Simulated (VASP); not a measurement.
# Nb (Im-3m) in VASP: further runs

Nb is run at these levels: r2SCAN; tasks: single point.

All numbers are computed with VASP 6.6.1; they aren't measurements. Logs are shortened: lines on timing, memory, paths and dates and some standing lists are left out, and cuts for length are marked.

## Step 1: The cell of the first run

Symmetry: Im-3m, No. 229, cubic system. Conventional cell: a = 3.162 Å, b = 3.162 Å, c = 3.162 Å, α = 90.00°, β = 90.00°, γ = 90.00°. Within 3.6 Å of Nb (site symmetry m-3m) lie 14 Nb at 2.74 to 3.16 Å.

## Step 2: Single point, r2SCAN (strain -0.050 along x and y, -0.050 along z)

POSCAR

```
Nb
1.0
   -1.5807525000      1.5807525000      1.5807525000
    1.5807525000     -1.5807525000      1.5807525000
    1.5807525000      1.5807525000     -1.5807525000
Nb
1
Direct
    0.0000000000      0.0000000000      0.0000000000
```

INCAR.step1

```
PREC = Accurate ; ENCUT = 520
ISMEAR = 0 ; SIGMA = 0.15
LREAL = F ; LASPH = T
NELM = 60 ; NBANDS = 12
GGA = PE ; ALGO = Normal
EDIFF = 1E-4 ; LWAVE = T
LCHARG = F
```

INCAR.step2

```
PREC = Accurate ; ENCUT = 520
EDIFF = 1E-6 ; ISMEAR = 0
SIGMA = 0.15 ; LREAL = F
LASPH = T ; NELM = 60
ALGO = Normal ; ISIF = 2
LWAVE = F ; LCHARG = F
METAGGA = R2SCAN ; LMIXTAU = T
NBANDS = 12 ; ISTART = 1
```

KPOINTS

```
Automatic mesh
0
Gamma
  20 20 20
```

Potentials or basis: VASP PAW PBE potentials, release 64 (Nb_sv).

Launch:

```console
cat potpaw_PBE.64/Nb_sv/POTCAR > POTCAR
cp INCAR.step1 INCAR
mpirun -np 1 vasp_std > vasp.out
cp INCAR.step2 INCAR
mpirun -np 1 vasp_std > vasp.out
```

OUTCAR:

```text
PREC = Accurate
   ENCUT = 520
   EDIFF = 1E-6
   ISMEAR = 0
   LREAL = F
   LASPH = T
   NELM = 60
   ISIF = 2
   METAGGA = R2SCAN
   ISTART = 1

 ion  position               nearest neighbor table
   1  0.000  0.000  0.000-

  LATTYP: Found a body centered cubic cell.
 ALAT       =     3.1615050000

  Lattice vectors:

 A1 = (  -1.5807525000,   1.5807525000,   1.5807525000)
 A2 = (   1.5807525000,  -1.5807525000,   1.5807525000)
 A3 = (   1.5807525000,   1.5807525000,  -1.5807525000)

Analysis of symmetry for initial positions (statically):
=====================================================================
 Subroutine PRICEL returns:
 Original cell was already a primitive cell.

 Routine SETGRP: Setting up the symmetry group for a
 body centered cubic supercell.

 Subroutine GETGRP returns: Found 48 space group operations
 (whereof 48 operations were pure point group operations)
 out of a pool of 48 trial point group operations.

The static configuration has the point symmetry O_h .

Analysis of symmetry for dynamics (positions and initial velocities):
=====================================================================
 Subroutine PRICEL returns:
 Original cell was already a primitive cell.

 Routine SETGRP: Setting up the symmetry group for a
 body centered cubic supercell.

 Subroutine GETGRP returns: Found 48 space group operations
 (whereof 48 operations were pure point group operations)
 out of a pool of 48 trial point group operations.

The dynamic configuration has the point symmetry O_h .

 Subroutine INISYM returns: Found 48 space group operations
 (whereof 48 operations are pure point group operations),
 and found     1 'primitive' translations

----------------------------------------------------------------------------------------

                                     Primitive cell

  volume of cell :      15.7998

  direct lattice vectors                    reciprocal lattice vectors
    -1.580752500  1.580752500  1.580752500     0.000000000  0.316305051  0.316305051
     1.580752500 -1.580752500  1.580752500     0.316305051  0.000000000  0.316305051
     1.580752500  1.580752500 -1.580752500     0.316305051  0.316305051  0.000000000

  length of vectors
     2.737943644  2.737943644  2.737943644     0.447322893  0.447322893  0.447322893

[... 76 lines left out ...]
   ENCUT  =  520.0 eV  38.22 Ry    6.18 a.u.   5.09  5.09  5.09*2*pi/ulx,y,z
   NELM   =     60;   NELMIN=  2; NELMDL=  0     # of ELM steps
   EDIFF  = 0.1E-05   stopping-criterion for ELM
   LREAL  =      F    real-space projection
   EDIFFG = 0.1E-04   stopping-criterion for IOM
   NSW    =      0    number of steps for IOM
   IBRION =     -1    ionic relax: 0-MD 1-quasi-New 2-CG
   NFREE  =      0    steps in history (QN), initial steepest desc. (CG)
   ISIF   =      2    stress and relaxation
   ISYM   =      2    0-nonsym 1-usesym 2-fastsym
   POTIM  = 0.5000    time-step for ionic-motion
   TEBEG  =    0.0;   TEEND  =   0.0 temperature during run
   PSTRESS=    0.0 pullay stress
   NELECT =      13.0000    total number of electrons
   NUPDOWN=      -1.0000    fix difference up-down
   EMIN   =  10.00;   EMAX   =-10.00  energy-range for DOS
   EFERMI =   0.00;   METHOD = LEGACY
   ISMEAR =     0;   SIGMA  =   0.15  broadening in eV -4-tet -1-fermi 0-gaus
   EFERMI_NEDOS =   21; number of points for ismear=-14 and -15
   IALGO  =     38    algorithm
   IMIX   =      4    mixing-type and parameters
     AMIX     =   0.40;   BMIX     =  1.00
     AMIX_MAG =   1.60;   BMIX_MAG =  1.00
  volume/ion in A,a.u.               =      15.80       106.62
  Fermi-wavevector in a.u.,A,eV,Ry     =   1.534047  2.898929 32.018604  2.353301
  Thomas-Fermi vector in A             =   2.641030
   LORBIT       =      0    0 simple, 1 ext, 2 COOP (PROOUT), +10 PAW based schemes
   METAGGA = R2SCAN    functional components
   LHFCALC =     F    Hartree Fock is set to
   AEXX    =    0.0000 exact exchange contribution
   IVDW    =     0    specifies the selected vdW correction
   LEPSILON=     F    determine dielectric tensor
   LRPA    =     F    only Hartree local field effects (RPA)
 non-spin polarized calculation
 Gauss-broadening in eV      SIGMA  =   0.15
  energy-cutoff  :      520.00
  volume of cell :       15.80
 maximum number of plane-waves:       438
   NGX = 11   NGY = 11   NGZ = 11

 number of electron      13.0000002 magnetization

 Free energy of the ion-electron system (eV)
  ---------------------------------------------------
  ext. energy  EPLUGINS =         0.00000000
  ---------------------------------------------------
  free energy    TOTEN  =       -24.67041962 eV

  energy without entropy =      -24.65742705  energy(sigma->0) =      -24.66392334

 E-fermi :  13.0913     XC(G=0): -14.4072

 val. band max:       13.0872859559   @ k =  -0.2000   0.2000   0.1500
 cond. band min:      13.1093541456   @ k =  -0.1000   0.1500   0.0500
 fundamental gap:      0.0220681897
 Fermi energy:        13.0913216896

 k-point     1 :       0.0000    0.0000    0.0000
  band No.  band energies     occupation
      1     -42.9653      2.00000
      2     -17.1352      2.00000
      3     -17.1352      2.00000
      4     -17.1352      2.00000
      5       6.6416      2.00000
      6      13.4521      0.00067
      7      13.4521      0.00067
      8      13.4521      0.00067
      9      17.0314      0.00000
     10      17.0314      0.00000
     11      28.2944      0.00000
     12      28.2944      0.00000
[... 331 lines left out ...]
 k-point    24 :       0.2500    0.1000    0.0000
  band No.  band energies     occupation
      1     -42.6577      2.00000
      2     -18.6035      2.00000
      3     -17.6027      2.00000
      4     -17.2276      2.00000
      5       9.3599      2.00000
      6      11.6665      2.00000
      7      12.8381      1.98303
      8      16.2504      0.00000
      9      17.7262      0.00000
     10      18.0692      0.00000
     11      28.5052      0.00000
     12      30.6618      0.00000

 [... further k-points ...]
[... 5 lines left out ...]
  --------------------------------------------------------------------------------------
  -------------------------------------------------------------------------------------
  Total        2.8521024      2.8521024      2.8521024      0.0000000     -0.0000000     -0.0000000
  in kB      289.2171685    289.2171685    289.2171685      0.0000000     -0.0000000     -0.0000000
  external PRESSURE =     289.2171685 kB  Pullay stress =       0.0000000 kB

 VOLUME and BASIS-vectors are now :
 -----------------------------------------------------------------------------
  energy-cutoff  :      520.00
  volume of cell :       15.80
      direct lattice vectors                 reciprocal lattice vectors
    -1.580752500  1.580752500  1.580752500     0.000000000  0.316305051  0.316305051
     1.580752500 -1.580752500  1.580752500     0.316305051  0.000000000  0.316305051
     1.580752500  1.580752500 -1.580752500     0.316305051  0.316305051  0.000000000

 POSITION                                       TOTAL-FORCE (eV/Angst)
 -----------------------------------------------------------------------------------
      0.00000      0.00000      0.00000        -0.000000      0.000000     -0.000000
 -----------------------------------------------------------------------------------
    total drift:                                0.000000     -0.000000      0.000000

  FREE ENERGIE OF THE ION-ELECTRON SYSTEM (eV)
  ---------------------------------------------------
  free  energy   TOTEN  =       -24.6704196225 eV

  energy  without entropy=      -24.6574270524  energy(sigma->0) =      -24.66392334
```

OUTCAR.step1:

```text
PREC = Accurate
   ENCUT = 520
   ISMEAR = 0
   LREAL = F
   LASPH = T
[... 575 lines left out ...]

 POSITION                                       TOTAL-FORCE (eV/Angst)
 -----------------------------------------------------------------------------------
      0.00000      0.00000      0.00000         0.000000     -0.000000     -0.000000
 -----------------------------------------------------------------------------------
    total drift:                                0.000000      0.000000      0.000000

  FREE ENERGIE OF THE ION-ELECTRON SYSTEM (eV)
  ---------------------------------------------------
  free  energy   TOTEN  =       -10.0305179623 eV

  energy  without entropy=      -10.0162624282  energy(sigma->0) =      -10.02339020
```

OSZICAR.step1:

```text
N       E                     dE             d eps       ncg     rms          rms(c)
DAV:   1     0.120240909740E+03    0.12024E+03   -0.73219E+03  6184   0.110E+03
DAV:   2    -0.563762242303E+01   -0.12588E+03   -0.12108E+03  6568   0.400E+02
DAV:   3    -0.100704533547E+02   -0.44328E+01   -0.42298E+01  8832   0.668E+01
DAV:   4    -0.103183512524E+02   -0.24790E+00   -0.24650E+00  8368   0.143E+01
DAV:   5    -0.103304759363E+02   -0.12125E-01   -0.12118E-01  9148   0.259E+00    0.872E+00
DAV:   6    -0.100496325086E+02    0.28084E+00   -0.46175E-01  9944   0.894E+00    0.330E+00
DAV:   7    -0.100229373808E+02    0.26695E-01   -0.16459E-01 10124   0.534E+00    0.950E-01
DAV:   8    -0.100304385483E+02   -0.75012E-02   -0.14453E-02  7140   0.163E+00    0.474E-02
DAV:   9    -0.100304985365E+02   -0.59988E-04   -0.11762E-03  8756   0.266E-01    0.566E-02
DAV:  10    -0.100305179623E+02   -0.19426E-04   -0.46129E-05  4932   0.876E-02
   1 F= -.10030518E+02 E0= -.10023390E+02  d E =-.142555E-01
```

Run time: 1.8 min. Hardware: 1 thread of Intel Xeon Platinum 8375C at 2.90GHz (Ice Lake), shared host; peak memory 0.16 GiB.

What came out:

| Property | Result |
| --- | --- |
| Free energy | -24.6704 eV |
| Pressure | 28.9 GPa |
| Band gap on the k mesh | zero (an odd number of electrons rules out a gap without spin polarisation) |

Caveat: the cell differs from its parent crystal (strain -0.050 along x and y, -0.050 along z); the cell stands under pressure; the PAW data sets were made with another functional, which shifts forces and pressure a little.

## Step 3: Single point, r2SCAN (strain +0.050 along x and y, +0.050 along z)

POSCAR

```
Nb
1.0
   -1.7471475000      1.7471475000      1.7471475000
    1.7471475000     -1.7471475000      1.7471475000
    1.7471475000      1.7471475000     -1.7471475000
Nb
1
Direct
    0.0000000000      0.0000000000      0.0000000000
```

INCAR.step1

```
PREC = Accurate
ENCUT = 520
ISMEAR = 0
SIGMA = 0.15
LREAL = False
LASPH = True
NELM = 80
NBANDS = 12
GGA = PE
ALGO = Normal
EDIFF = 1E-4
LWAVE = True
LCHARG = False
```

INCAR.step2

```
PREC = Accurate
ENCUT = 520
EDIFF = 1E-6
ISMEAR = 0
SIGMA = 0.15
LREAL = False
LASPH = True
NELM = 80
ALGO = Normal
ISIF = 2
LWAVE = False
LCHARG = True
METAGGA = R2SCAN
LMIXTAU = True
LELF = True
LVHAR = True
NBANDS = 12
ISTART = 1
```

KPOINTS is that of step 2.

Potentials or basis: VASP PAW PBE potentials, release 64 (Nb_sv).

Launch:

```console
cat potpaw_PBE.64/Nb_sv/POTCAR > POTCAR
cp INCAR.step1 INCAR
mpirun -np 1 vasp_std > vasp.out
cp INCAR.step2 INCAR
mpirun -np 1 vasp_std > vasp.out
```

Run time: 2.4 min. Hardware: 1 thread of Intel Xeon Platinum 8375C at 2.90GHz (Ice Lake), shared host; peak memory 0.19 GiB.

It converged, with:

* Free energy: -24.5944 eV
* Pressure: -21.6 GPa
* Band gap on the k mesh: zero (an odd number of electrons rules out a gap without spin polarisation)

Levels at points of the mesh, in eV from the Fermi level:
```tsv
k point	band 5	band 6	band 7	band 8	band 9	band 10
(0.00, 0.00, 0.00)	-5.93	0.44	0.44	0.44	3.04	3.04
(0.50, 0.00, 0.00)	-3.25	-1.27	1.52	2.97	3.56	5.34
(0.50, 0.50, 0.50)	-2.97	-2.97	4.74	4.74	4.74	8.12
```

Caveat: the cell differs from its parent crystal (strain +0.050 along x and y, +0.050 along z); the cell stands under tension; the PAW data sets were made with another functional, which shifts forces and pressure a little.

The gap in the log of VASP goes by the Fermi energy; the results here count the filled bands.